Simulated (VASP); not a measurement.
# Os in VASP: notebook

Os is run at these levels: PBE; tasks: single point.

Everything below comes from runs of VASP 6.6.1. Logs are shortened: lines on timing, memory, paths and dates and some standing lists are left out, and cuts for length are marked.

## 1. The cell of the first run

The structure is tetragonal, space group I4/mmm (No. 139). Conventional cell: a = 2.696 Å, b = 2.696 Å, c = 3.890 Å, α = 90.00°, β = 90.00°, γ = 90.00°. Within 3.6 Å of Os (site symmetry 4/mmm) lie 12 Os at 2.70 to 2.72 Å.

## 2. Single point, PBE (equal xx and yy strain of -2 %)

INCAR reads:

```
  PREC = Accurate
  ENCUT = 520
  EDIFF = 1E-7
  ISMEAR = -1
  SIGMA = 0.05
  LREAL = F
  LASPH = T
  NELM = 80
  ALGO = Normal
  ISIF = 2
  LWAVE = F
  LCHARG = F
  GGA = PE
  NBANDS = 10
```

KPOINTS reads:

```
Automatic mesh
0
Gamma
  14 14 14
```

POSCAR reads:

```
Os
1.0
    0.0000000000      1.9061000000      1.9450000000
    1.9061000000      0.0000000000      1.9450000000
    1.9061000000      1.9061000000      0.0000000000
Os
1
Direct
    0.0000000000      0.0000000000      0.0000000000
```

Potentials or basis: VASP PAW PBE potentials, release 64 (Os).

Started as:

```sh
cat potpaw_PBE.64/Os/POTCAR > POTCAR
mpirun -np 1 vasp_std > vasp.out
```

OUTCAR:

```text
PREC = Accurate
   ENCUT = 520
   EDIFF = 1E-7
   ISMEAR = -1
   LREAL = F
   LASPH = T
   NELM = 80
   ISIF = 2
   GGA = PE

 ion  position               nearest neighbor table
   1  0.000  0.000  0.000-

  LATTYP: Found a body centered tetragonal cell.
 ALAT       =     2.6956324712
 C/A-ratio  =     1.4430750636

  Lattice vectors:

 A1 = (  -1.9061000000,   0.0000000000,   1.9450000000)
 A2 = (   1.9061000000,   0.0000000000,   1.9450000000)
 A3 = (   0.0000000000,   1.9061000000,  -1.9450000000)

Analysis of symmetry for initial positions (statically):
=====================================================================
 Subroutine PRICEL returns:
 Original cell was already a primitive cell.

 Routine SETGRP: Setting up the symmetry group for a
 body centered tetragonal supercell.

 Subroutine GETGRP returns: Found 16 space group operations
 (whereof 16 operations were pure point group operations)
 out of a pool of 16 trial point group operations.

The static configuration has the point symmetry D_4h.

Analysis of symmetry for dynamics (positions and initial velocities):
=====================================================================
 Subroutine PRICEL returns:
 Original cell was already a primitive cell.

 Routine SETGRP: Setting up the symmetry group for a
 body centered tetragonal supercell.

 Subroutine GETGRP returns: Found 16 space group operations
 (whereof 16 operations were pure point group operations)
 out of a pool of 16 trial point group operations.

The dynamic configuration has the point symmetry D_4h.

 Subroutine INISYM returns: Found 16 space group operations
 (whereof 16 operations are pure point group operations),
 and found     1 'primitive' translations

----------------------------------------------------------------------------------------

                                     Primitive cell

  volume of cell :      14.1332

  direct lattice vectors                    reciprocal lattice vectors
     0.000000000  1.906100000  1.945000000    -0.262315723  0.262315723  0.257069409
     1.906100000  0.000000000  1.945000000     0.262315723 -0.262315723  0.257069409
     1.906100000  1.906100000  0.000000000     0.262315723  0.262315723 -0.257069409

  length of vectors
     2.723277843  2.723277843  2.695632471     0.451335527  0.451335527  0.451335527

  position of ions in fractional coordinates (direct lattice)
     0.000000000  0.000000000  0.000000000

  ion indices of the primitive-cell ions
   primitive index   ion index
                 1           1

----------------------------------------------------------------------------------------

 KPOINTS: Automatic mesh

Automatic generation of k-mesh.
 Grid dimensions read from file:
 generate k-points for:   14   14   14

 Generating k-lattice:

  Cartesian coordinates                     Fractional coordinates (reciprocal lattice)
    -0.018736837  0.018736837  0.018362101     0.071428571 -0.000000000  0.000000000
     0.018736837 -0.018736837  0.018362101    -0.000000000  0.071428571  0.000000000
     0.018736837  0.018736837 -0.018362101     0.000000000  0.000000000  0.071428571

  Length of vectors
     0.032238252  0.032238252  0.032238252

  Shift w.r.t. Gamma in fractional coordinates (k-lattice)
     0.000000000  0.000000000  0.000000000

 Subroutine IBZKPT returns following result:
 ===========================================

 Found    244 irreducible k-points:

 Following reciprocal coordinates:
            Coordinates               Weight
  0.000000  0.000000  0.000000      1.000000
  0.071429  0.000000  0.000000      8.000000
  0.142857  0.000000  0.000000      8.000000
  0.214286  0.000000  0.000000      8.000000
  0.285714 -0.000000  0.000000      8.000000
  0.357143  0.000000  0.000000      8.000000
[... 16 lines left out ...]
  0.214286  0.142857  0.000000      8.000000
  0.285714  0.142857  0.000000      8.000000
 [... further k-points ...]
   k-points           NKPTS =    244   k-points in BZ     NKDIM =    244   number of bands    NBANDS=     10
   number of dos      NEDOS =    301   number of ions     NIONS =      1
   total plane-waves  NPLWV =   8000
   dimension x,y,z NGX =    20 NGY =   20 NGZ =   20
   dimension x,y,z NGXF=    40 NGYF=   40 NGZF=   40
   ions per type =               1
   NGX,Y,Z   is equivalent  to a cutoff of  12.21, 12.21, 12.33 a.u.
   NGXF,Y,Z  is equivalent  to a cutoff of  24.42, 24.42, 24.67 a.u.
 SYSTEM =  unknown system
   PREC   = accura    normal or accurate (medium, high low for compatibility)
   ISTART =      0    job   : 0-new  1-cont  2-samecut
   ICHARG =      2    charge: 1-file 2-atom 10-const
   ISPIN  =      1    spin polarized calculation?
   LNONCOLLINEAR =      F non collinear calculations
   LSORBIT =      F    spin-orbit coupling
   LASPH  =      T    aspherical Exc in radial PAW
   ENCUT  =  520.0 eV  38.22 Ry    6.18 a.u.   5.06  5.06  5.01*2*pi/ulx,y,z
   NELM   =     80;   NELMIN=  2; NELMDL= -5     # of ELM steps
   EDIFF  = 0.1E-06   stopping-criterion for ELM
   LREAL  =      F    real-space projection
   EDIFFG = 0.1E-05   stopping-criterion for IOM
   NSW    =      0    number of steps for IOM
   IBRION =     -1    ionic relax: 0-MD 1-quasi-New 2-CG
   NFREE  =      0    steps in history (QN), initial steepest desc. (CG)
   ISIF   =      2    stress and relaxation
   ISYM   =      2    0-nonsym 1-usesym 2-fastsym
   POTIM  = 0.5000    time-step for ionic-motion
   TEBEG  =    0.0;   TEEND  =   0.0 temperature during run
   PSTRESS=    0.0 pullay stress
   NELECT =       8.0000    total number of electrons
   NUPDOWN=      -1.0000    fix difference up-down
   EMIN   =  10.00;   EMAX   =-10.00  energy-range for DOS
   EFERMI =   0.00;   METHOD = LEGACY
   ISMEAR =    -1;   SIGMA  =   0.05  broadening in eV -4-tet -1-fermi 0-gaus
   EFERMI_NEDOS =   21; number of points for ismear=-14 and -15
   IALGO  =     38    algorithm
   IMIX   =      4    mixing-type and parameters
     AMIX     =   0.40;   BMIX     =  1.00
     AMIX_MAG =   1.60;   BMIX_MAG =  1.00
  volume/ion in A,a.u.               =      14.13        95.38
  Fermi-wavevector in a.u.,A,eV,Ry     =   1.354226  2.559116 24.952109  1.833928
  Thomas-Fermi vector in A             =   2.481415
   LORBIT       =      0    0 simple, 1 ext, 2 COOP (PROOUT), +10 PAW based schemes
   GGA     = PE    functional components
   LHFCALC =     F    Hartree Fock is set to
   AEXX    =    0.0000 exact exchange contribution
   IVDW    =     0    specifies the selected vdW correction
   LEPSILON=     F    determine dielectric tensor
   LRPA    =     F    only Hartree local field effects (RPA)
 non-spin polarized calculation
  energy-cutoff  :      520.00
  volume of cell :       14.13
 maximum number of plane-waves:       389
   NGX = 11   NGY = 11   NGZ =  9

 number of electron       8.0000000 magnetization

 Free energy of the ion-electron system (eV)
  ---------------------------------------------------
  ext. energy  EPLUGINS =         0.00000000
  ---------------------------------------------------
  free energy    TOTEN  =       -11.10039482 eV

  energy without entropy =      -11.09064328  energy(sigma->0) =      -11.09551905

 E-fermi :   9.1506     XC(G=0): -13.9977

 val. band max:        9.1474320846   @ k =   0.2857   0.0714   0.0000
 cond. band min:       9.1563993355   @ k =  -0.2143   0.1429   0.0714
 fundamental gap:      0.0089672509
 Fermi energy:         9.1506451510

 k-point     1 :       0.0000    0.0000    0.0000
  band No.  band energies     occupation
      1      -1.5388      2.00000
      2       6.0436      2.00000
      3       6.3361      2.00000
      4       6.3361      2.00000
      5       9.0438      1.78873
      6       9.4263      0.00804
      7      23.4635      0.00000
      8      28.7606      0.00000
      9      29.4447      0.00000
     10      29.4447      0.00000

 k-point     2 :       0.0714    0.0000    0.0000
  band No.  band energies     occupation
      1      -1.3029      2.00000
      2       6.0241      2.00000
      3       6.3193      2.00000
      4       6.4430      2.00000
      5       8.9775      1.93923
      6       9.3408      0.04363
      7      23.9010      0.00000
      8      28.0353      0.00000
      9      29.4337      0.00000
     10      29.8675      0.00000

 k-point     3 :       0.1429    0.0000    0.0000
  band No.  band energies     occupation
      1      -0.6397      2.00000
      2       5.7593      2.00000
      3       6.4965      2.00000
      4       6.6962      2.00000
      5       8.8888      1.98943
      6       9.1858      0.66187
      7      24.9705      0.00000
      8      26.2665      0.00000
      9      30.5743      0.00000
     10      31.0753      0.00000

 k-point     4 :       0.2143    0.0000    0.0000
  band No.  band energies     occupation
      1       0.2871      2.00000
      2       5.5329      2.00000
      3       6.6099      2.00000
      4       6.8682      2.00000
      5       9.0820      1.59539
      6       9.2557      0.21801
      7      24.1751      0.00000
      8      26.5349      0.00000
      9      32.3685      0.00000
     10      32.8936      0.00000

 k-point     5 :       0.2857   -0.0000    0.0000
  band No.  band energies     occupation
      1       1.1245      2.00000
      2       5.7960      2.00000
      3       6.4636      2.00000
      4       6.7607      2.00000
      5       9.7353      0.00002
      6       9.7804      0.00001
      7      22.5129      0.00000
      8      26.3189      0.00000
      9      33.8446      0.00000
     10      34.1882      0.00000

 k-point     6 :       0.3571    0.0000    0.0000
  band No.  band energies     occupation
      1       1.5218      2.00000
      2       6.2055      2.00000
      3       6.5108      2.00000
      4       6.8425      2.00000
      5      10.5660      0.00000
      6      10.6238      0.00000
      7      20.7720      0.00000
      8      24.6253      0.00000
      9      31.8255      0.00000
     10      32.0105      0.00000
[... 183 lines left out ...]
 k-point    21 :      -0.0714    0.0714    0.0000
  band No.  band energies     occupation
      1      -0.9146      2.00000
      2       5.9135      2.00000
      3       6.3797      2.00000
      4       6.5936      2.00000
      5       9.0098      1.88708
      6       9.1231      1.26843
      7      24.5966      0.00000
      8      27.1978      0.00000
      9      29.1490      0.00000
     10      30.9364      0.00000

 k-point    22 :       0.1429    0.1429    0.0000
  band No.  band energies     occupation
      1      -0.3634      2.00000
      2       5.1606      2.00000
      3       7.0750      2.00000
      4       7.0750      2.00000
      5       7.9361      2.00000
      6       9.7873      0.00001
      7      25.6203      0.00000
      8      27.5460      0.00000
      9      29.7962      0.00000
     10      29.7962      0.00000

 k-point    23 :       0.2143    0.1429    0.0000
  band No.  band energies     occupation
      1       0.3523      2.00000
      2       4.8113      2.00000
      3       7.0368      2.00000
      4       7.4279      2.00000
      5       7.9883      2.00000
      6       9.9745      0.00000
      7      26.4795      0.00000
      8      26.8981      0.00000
      9      29.9979      0.00000
     10      30.4612      0.00000

 k-point    24 :       0.2857    0.1429    0.0000
  band No.  band energies     occupation
      1       1.2593      2.00000
      2       4.6424      2.00000
      3       6.4536      2.00000
      4       7.5797      2.00000
      5       8.9114      1.98342
      6      10.3592      0.00000
      7      24.7895      0.00000
      8      27.6734      0.00000
      9      30.1836      0.00000
     10      30.6483      0.00000

 [... further k-points ...]

------------------------ aborting loop because EDIFF is reached ----------------------------------------

  FORCE on cell =-STRESS in cart. coord.  units (eV):
  Direction    XX          YY          ZZ          XY          YZ          ZX
  --------------------------------------------------------------------------------------
  -------------------------------------------------------------------------------------
  Total        0.7109012      0.7109012      0.1706123      0.0000000      0.0000000      0.0000000
  in kB       80.5895783     80.5895783     19.3410502      0.0000000      0.0000000      0.0000000
  external PRESSURE =      60.1734022 kB  Pullay stress =       0.0000000 kB

 VOLUME and BASIS-vectors are now :
 -----------------------------------------------------------------------------
  energy-cutoff  :      520.00
  volume of cell :       14.13
      direct lattice vectors                 reciprocal lattice vectors
     0.000000000  1.906100000  1.945000000    -0.262315723  0.262315723  0.257069409
     1.906100000  0.000000000  1.945000000     0.262315723 -0.262315723  0.257069409
     1.906100000  1.906100000  0.000000000     0.262315723  0.262315723 -0.257069409

 POSITION                                       TOTAL-FORCE (eV/Angst)
 -----------------------------------------------------------------------------------
      0.00000      0.00000      0.00000        -0.000000      0.000000      0.000000
 -----------------------------------------------------------------------------------
    total drift:                                0.000000      0.000000     -0.000000

  FREE ENERGIE OF THE ION-ELECTRON SYSTEM (eV)
  ---------------------------------------------------
  free  energy   TOTEN  =       -11.1003948200 eV

  energy  without entropy=      -11.0906432764  energy(sigma->0) =      -11.09551905
```

Run time: 13 s. Hardware: 1 thread of Intel Xeon 6975P-C, shared host; peak memory 0.15 GiB.

What came out:

```yaml
Free_energy: -11.1004 eV
Pressure: 6.0 GPa
Band_gap_on_the_k_mesh: zero (band 4 reaches 11.68 eV, above the bottom of band 5 at 7.89 eV)
```

Levels at points of the mesh, in eV from the Fermi level:
| k point | band 2 | band 3 | band 4 | band 5 | band 6 | band 7 |
| --- | --- | --- | --- | --- | --- | --- |
| (0.00, 0.00, 0.00) | -3.11 | -2.81 | -2.81 | -0.11 | 0.28 | 14.31 |
| (0.50, 0.00, 0.00) | -3.22 | -2.92 | -0.17 | 2.39 | 2.55 | 8.94 |
| (0.50, 0.50, 0.00) | -6.73 | 2.10 | 2.44 | 3.14 | 3.14 | 11.83 |
| (0.50, 0.00, 0.50) | -6.75 | 2.41 | 2.53 | 3.01 | 3.31 | 12.01 |

Caveat: the cell differs from its parent crystal (equal xx and yy strain of -2 %); spin-orbit coupling is left out, which moves the levels of the heavy elements.

(Continued in part 2 of 2.)
